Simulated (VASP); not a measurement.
# BeMo (Pm-3m) in VASP: relaxation of cell and atoms with PBE

Aim: the relaxation of cell and atoms of BeMo with PBE.

Program: VASP 6.6.1. These are calculated values, not measurements. Logs are shortened: lines on timing, memory, paths and dates and some standing lists are left out, and cuts for length are marked.

### 1 The cell of the first run

Symmetry: Pm-3m, No. 221, cubic system. Conventional cell: a = 2.886 Å, b = 2.886 Å, c = 2.886 Å, α = 90.00°, β = 90.00°, γ = 90.00°. Within 3.3 Å of Be (site symmetry m-3m) lie 8 Mo at 2.50 Å and 6 Be at 2.89 Å. Mo (site symmetry m-3m) has 8 Be at 2.50 Å and 6 Mo at 2.89 Å within 3.3 Å.

### 2 Relaxation of cell and atoms, PBE

File INCAR:

```
SYSTEM = BeMo
  PREC = Accurate
  ENCUT = 600
  EDIFF = 1E-6
  ISMEAR = 0
  SIGMA = 0.1
  LREAL = .False.
  LASPH = .True.
  NELM = 100
  ALGO = Normal
  ISIF = 3
  LWAVE = .False.
  LCHARG = .False.
  GGA = PE
  IBRION = 2
  NSW = 100
  EDIFFG = -0.01
```

File KPOINTS:

```
Automatic mesh
0
Gamma
  20 20 20
  0 0 0
```

File POSCAR:

```
BeMo
1.0
    2.8861445203      0.0000000000      0.0000000000
    0.0000000000      2.8861445203      0.0000000000
    0.0000000000      0.0000000000      2.8861445203
Be Mo
1 1
Direct
    0.0000000000      0.0000000000      0.0000000000
    0.5000000000      0.5000000000      0.5000000000
```

Potentials or basis: VASP PAW PBE potentials, release 64 (Be, Mo_sv).

Started as:

```sh
$ cat potpaw_PBE.64/Be/POTCAR potpaw_PBE.64/Mo_sv/POTCAR > POTCAR
$ mpirun -np 1 vasp_std > vasp.out
```

OUTCAR:

```text
SYSTEM = BeMo
   PREC = Accurate
   ENCUT = 600
   EDIFF = 1E-6
   ISMEAR = 0
   LREAL = .False.
   LASPH = .True.
   NELM = 100
   ISIF = 3
   GGA = PE
   IBRION = 2
   NSW = 100
   EDIFFG = -0.01

 ion  position               nearest neighbor table
   1  0.000  0.000  0.000-   2 2.50   2 2.50   2 2.50   2 2.50   2 2.50   2 2.50   2 2.50   2 2.50

   2  0.500  0.500  0.500-   1 2.50   1 2.50   1 2.50   1 2.50   1 2.50   1 2.50   1 2.50   1 2.50

  LATTYP: Found a simple cubic cell.
 ALAT       =     2.8861445203

  Lattice vectors:

 A1 = (   2.8861445203,   0.0000000000,   0.0000000000)
 A2 = (   0.0000000000,   2.8861445203,   0.0000000000)
 A3 = (   0.0000000000,   0.0000000000,   2.8861445203)

Analysis of symmetry for initial positions (statically):
=====================================================================
 Subroutine PRICEL returns:
 Original cell was already a primitive cell.

 Routine SETGRP: Setting up the symmetry group for a
 simple cubic supercell.

 Subroutine GETGRP returns: Found 48 space group operations
 (whereof 48 operations were pure point group operations)
 out of a pool of 48 trial point group operations.

The static configuration has the point symmetry O_h .

Analysis of symmetry for dynamics (positions and initial velocities):
=====================================================================
 Subroutine PRICEL returns:
 Original cell was already a primitive cell.

 Routine SETGRP: Setting up the symmetry group for a
 simple cubic supercell.

 Subroutine GETGRP returns: Found 48 space group operations
 (whereof 48 operations were pure point group operations)
 out of a pool of 48 trial point group operations.

The dynamic configuration has the point symmetry O_h .

 Subroutine INISYM returns: Found 48 space group operations
 (whereof 48 operations are pure point group operations),
 and found     1 'primitive' translations

----------------------------------------------------------------------------------------

                                     Primitive cell

  volume of cell :      24.0411

  direct lattice vectors                    reciprocal lattice vectors
     2.886144520  0.000000000  0.000000000     0.346482996  0.000000000  0.000000000
     0.000000000  2.886144520  0.000000000     0.000000000  0.346482996  0.000000000
     0.000000000  0.000000000  2.886144520     0.000000000  0.000000000  0.346482996

  length of vectors
     2.886144520  2.886144520  2.886144520     0.346482996  0.346482996  0.346482996

  position of ions in fractional coordinates (direct lattice)
     0.000000000  0.000000000  0.000000000
     0.500000000  0.500000000  0.500000000

  ion indices of the primitive-cell ions
   primitive index   ion index
                 1           1
                 2           2

----------------------------------------------------------------------------------------

 KPOINTS: Automatic mesh

Automatic generation of k-mesh.
 Grid dimensions read from file:
 generate k-points for:   20   20   20

 Generating k-lattice:

  Cartesian coordinates                     Fractional coordinates (reciprocal lattice)
     0.017324150  0.000000000  0.000000000     0.050000000  0.000000000  0.000000000
     0.000000000  0.017324150  0.000000000     0.000000000  0.050000000  0.000000000
     0.000000000  0.000000000  0.017324150     0.000000000  0.000000000  0.050000000

  Length of vectors
     0.017324150  0.017324150  0.017324150

  Shift w.r.t. Gamma in fractional coordinates (k-lattice)
     0.000000000  0.000000000  0.000000000

 Subroutine IBZKPT returns following result:
 ===========================================

 Found    286 irreducible k-points:

 Following reciprocal coordinates:
            Coordinates               Weight
  0.000000  0.000000  0.000000      1.000000
  0.050000  0.000000  0.000000      6.000000
  0.100000  0.000000  0.000000      6.000000
  0.150000  0.000000  0.000000      6.000000
  0.200000  0.000000  0.000000      6.000000
  0.250000  0.000000  0.000000      6.000000
[... 16 lines left out ...]
  0.150000  0.100000  0.000000     24.000000
  0.200000  0.100000  0.000000     24.000000
 [... further k-points ...]
   k-points           NKPTS =    286   k-points in BZ     NKDIM =    286   number of bands    NBANDS=     12
   number of dos      NEDOS =    301   number of ions     NIONS =      2
   total plane-waves  NPLWV =  13824
   dimension x,y,z NGX =    24 NGY =   24 NGZ =   24
   dimension x,y,z NGXF=    48 NGYF=   48 NGZF=   48
   ions per type =               1   1
   NGX,Y,Z   is equivalent  to a cutoff of  13.82, 13.82, 13.82 a.u.
   NGXF,Y,Z  is equivalent  to a cutoff of  27.65, 27.65, 27.65 a.u.
 SYSTEM =  BeMo
   PREC   = accura    normal or accurate (medium, high low for compatibility)
   ISTART =      0    job   : 0-new  1-cont  2-samecut
   ICHARG =      2    charge: 1-file 2-atom 10-const
   ISPIN  =      1    spin polarized calculation?
   LNONCOLLINEAR =      F non collinear calculations
   LSORBIT =      F    spin-orbit coupling
   LASPH  =      T    aspherical Exc in radial PAW
   ENCUT  =  600.0 eV  44.10 Ry    6.64 a.u.   5.76  5.76  5.76*2*pi/ulx,y,z
   NELM   =    100;   NELMIN=  2; NELMDL= -5     # of ELM steps
   EDIFF  = 0.1E-05   stopping-criterion for ELM
   LREAL  =      F    real-space projection
   EDIFFG = -.1E-01   stopping-criterion for IOM
   NSW    =    100    number of steps for IOM
   IBRION =      2    ionic relax: 0-MD 1-quasi-New 2-CG
   NFREE  =      1    steps in history (QN), initial steepest desc. (CG)
   ISIF   =      3    stress and relaxation
   ISYM   =      2    0-nonsym 1-usesym 2-fastsym
   POTIM  = 0.5000    time-step for ionic-motion
   TEBEG  =    0.0;   TEEND  =   0.0 temperature during run
   PSTRESS=    0.0 pullay stress
   NELECT =      16.0000    total number of electrons
   NUPDOWN=      -1.0000    fix difference up-down
   EMIN   =  10.00;   EMAX   =-10.00  energy-range for DOS
   EFERMI =   0.00;   METHOD = LEGACY
   ISMEAR =     0;   SIGMA  =   0.10  broadening in eV -4-tet -1-fermi 0-gaus
   EFERMI_NEDOS =   21; number of points for ismear=-14 and -15
   IALGO  =     38    algorithm
   IMIX   =      4    mixing-type and parameters
     AMIX     =   0.40;   BMIX     =  1.00
     AMIX_MAG =   1.60;   BMIX_MAG =  1.00
  volume/ion in A,a.u.               =      12.02        81.12
  Fermi-wavevector in a.u.,A,eV,Ry     =   1.429322  2.701027 27.796178  2.042961
  Thomas-Fermi vector in A             =   2.549288
   LORBIT       =      0    0 simple, 1 ext, 2 COOP (PROOUT), +10 PAW based schemes
   GGA     = PE    functional components
   LHFCALC =     F    Hartree Fock is set to
   AEXX    =    0.0000 exact exchange contribution
   IVDW    =     0    specifies the selected vdW correction
   LEPSILON=     F    determine dielectric tensor
   LRPA    =     F    only Hartree local field effects (RPA)
 conjugate gradient relaxation of ions
 non-spin polarized calculation
 Gauss-broadening in eV      SIGMA  =   0.10
  energy-cutoff  :      600.00
  volume of cell :       24.04
 maximum number of plane-waves:       840
 NGX is ok and might be reduce to    24
   NGX = 11   NGY = 11   NGZ = 11

--------------------------------------- Ionic step        1  -------------------------------------------

 number of electron      16.0000001 magnetization

 Free energy of the ion-electron system (eV)
  ---------------------------------------------------
  ext. energy  EPLUGINS =         0.00000000
  ---------------------------------------------------
  free energy    TOTEN  =       -14.28844485 eV

  energy without entropy =      -14.27735143  energy(sigma->0) =      -14.28289814

------------------------ aborting loop because EDIFF is reached ----------------------------------------

  FORCE on cell =-STRESS in cart. coord.  units (eV):
  Direction    XX          YY          ZZ          XY          YZ          ZX
  --------------------------------------------------------------------------------------
  -------------------------------------------------------------------------------------
  Total        0.0237336      0.0237336      0.0237336      0.0000000      0.0000000     -0.0000000
  in kB        1.5816874      1.5816874      1.5816874      0.0000000      0.0000000     -0.0000000
  external PRESSURE =       1.5816874 kB  Pullay stress =       0.0000000 kB
[... 57 lines left out ...]
  energy  without entropy=      -14.2773289437  energy(sigma->0) =      -14.28288284

--------------------------------------- Ionic step        3  -------------------------------------------

 number of electron      16.0000001 magnetization

 Free energy of the ion-electron system (eV)
  ---------------------------------------------------
  ext. energy  EPLUGINS =         0.00000000
  ---------------------------------------------------
  free energy    TOTEN  =       -14.28845146 eV

  energy without entropy =      -14.27735182  energy(sigma->0) =      -14.28290164

 E-fermi :  10.0402     XC(G=0): -12.3377

 val. band max:       10.0385289476   @ k =   0.2000   0.1500   0.1000
 cond. band min:      10.0414875626   @ k =   0.3000   0.2500   0.2500
 fundamental gap:      0.0029586150
 Fermi energy:        10.0401525671

 k-point     1 :       0.0000    0.0000    0.0000
  band No.  band energies     occupation
      1     -50.7457      2.00000
      2     -24.5426      2.00000
      3     -24.5426      2.00000
      4     -24.5426      2.00000
      5       1.6863      2.00000
      6       6.7737      2.00000
      7       6.7737      2.00000
      8      12.2446      0.00000
      9      12.2446      0.00000
     10      12.2446      0.00000
     11      15.7300      0.00000
     12      15.7300      0.00000
[... 331 lines left out ...]
 k-point    24 :       0.2000    0.1000    0.0000
  band No.  band energies     occupation
      1     -50.7189      2.00000
      2     -24.7530      2.00000
      3     -24.5822      2.00000
      4     -24.5172      2.00000
      5       2.6514      2.00000
      6       7.1221      2.00000
      7       7.2657      2.00000
      8      10.3668      0.00000
      9      10.8078      0.00000
     10      12.0267      0.00000
     11      14.8613      0.00000
     12      17.4296      0.00000

 [... further k-points ...]

------------------------ aborting loop because EDIFF is reached ----------------------------------------

  FORCE on cell =-STRESS in cart. coord.  units (eV):
  Direction    XX          YY          ZZ          XY          YZ          ZX
  --------------------------------------------------------------------------------------
  -------------------------------------------------------------------------------------
  Total       -0.0001816     -0.0001816     -0.0001816      0.0000000     -0.0000000     -0.0000000
  in kB       -0.0120947     -0.0120947     -0.0120947      0.0000000     -0.0000000     -0.0000000
  external PRESSURE =      -0.0120947 kB  Pullay stress =       0.0000000 kB
[... 17 lines left out ...]
  FREE ENERGIE OF THE ION-ELECTRON SYSTEM (eV)
  ---------------------------------------------------
  free  energy   TOTEN  =       -14.2884514639 eV

  energy  without entropy=      -14.2773518162  energy(sigma->0) =      -14.28290164

 reached required accuracy - stopping structural energy minimisation
```

It took 41 s on 1 thread of Intel Xeon 6975P-C (Granite Rapids), shared host; peak memory 0.23 GiB.

Results:

* Free energy: -14.2885 eV
* Relaxed volume: 12.03 Å³/atom
* Relaxed cell: a = 2.887 Å, b = 2.887 Å, c = 2.887 Å, α = 90.00°, β = 90.00°, γ = 90.00°
* Space group after relaxing (to 0.1 Å): Pm-3m (No. 221)
* Energy gained by relaxing: 0.0 meV/atom
* Ionic steps: 3
* Pressure after relaxing: 0.0 GPa
* Band gap on the k mesh: zero (bands 8 and 9 overlap by 4.76 eV)

Final structure:
```
Be Mo
1.0
     2.88686    0.00000    0.00000
     0.00000    2.88686    0.00000
     0.00000    0.00000    2.88686
Be Mo
1 1
Direct
  0.00000 0.00000 0.00000
  0.50000 0.50000 0.50000
```
